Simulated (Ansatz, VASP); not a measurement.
# One calculation of CS2, two programs

```
C S
1.0
     3.85418    0.00000    0.00000
     0.00000    3.85418    0.00000
     0.00000    0.00000    4.35945
C S
1 2
Direct
  0.00000 0.00000 0.00000
  0.00000 0.50000 0.00000
  0.50000 0.00000 0.00000
```

Alike in both runs: task relaxation of cell and atoms; functional PBE; dispersion D3(BJ); k mesh 4 × 4 × 4; occupations gaussian, width 0.1 eV; no spin polarisation.

|  | VASP | Ansatz |
| --- | --- | --- |
| version | VASP 6.6.1 | Ansatz 0.2.0 |
| potentials or method | VASP PAW PBE potentials, release 64 (C, S), cutoff 600 eV | scalar-relativistic, plane waves, PAW |
| valence electrons in the cell | 16 | 16 |

|  | VASP | Ansatz | Ansatz less VASP |
| --- | --- | --- | --- |
| gap on the k mesh at the Fermi level, each at its own relaxed structure (eV) | none | none | - |
| relaxed volume (Å³/atom) | 13.75 | 17.21 | +3.466 |
| relaxed cell length with the largest relative difference (Å) | 2.769 | 3.525 | +0.7551 |

A gap of «none» marks a metal or a gap that the smearing closes. One of these differences is far larger than is usual between the two programs; its cause wasn't traced.

The k mesh is coarse, so the values compare programs but aren't converged. Noted on VASP's run: the volume moved by over 15 % at a fixed basis, so the end points are rough.
